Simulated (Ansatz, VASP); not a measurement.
## One calculation of KCdF3, two programs

```
CELL_PARAMETERS angstrom
4.38209 0.00000 0.00000
0.00000 4.38209 0.00000
0.00000 0.00000 4.38209
ATOMIC_POSITIONS crystal
K 0.00000 0.00000 0.00000
Cd 0.50000 0.50000 0.50000
F 0.96577 0.50000 0.50000
F 0.46577 0.00000 0.50000
F 0.46577 0.50000 0.00000
```

Change from the starting cell: all F atoms moved +0.150 Å, as atom 3 towards its neighbour atom 2 (Cd) at 2.191 Å.

Alike in both runs: task single point; functional LDA; k mesh 6 × 6 × 6; occupations gaussian, width 0.05 eV; no spin polarisation.

```csv
,VASP,Ansatz
version,VASP 6.6.1,Ansatz 0.2.0
potentials or method,"VASP PAW LDA potentials, release 64 (K_sv, Cd, F), cutoff 520 eV","scalar-relativistic, plane waves, PAW"
valence electrons in the cell,42,50
```

|  | VASP | Ansatz | Ansatz less VASP |
| --- | --- | --- | --- |
| gap on the k mesh at the Fermi level (eV) | 2.81 | 2.83 | +0.013 |
| least direct gap on the mesh (eV) | 4.48 | 4.51 | +0.027 |
| pressure (GPa) | -2.0 | -2.7 | -0.69 |
| traceless stress, the component that is largest in VASP (GPa) | 1.99 | 1.84 | -0.155 |
| rms of the force components (eV/Å) | 0.593 | 0.533 | -0.0602 |

LDA's correlation is that of Perdew and Zunger in VASP and of Perdew and Wang (1992) in Ansatz. Atom by atom the forces differ by 0.061 eV/Å (rms over components). VASP's potentials hold 42 valence electrons a cell and Ansatz's 50, so a difference there can come from the potentials and not from the codes.
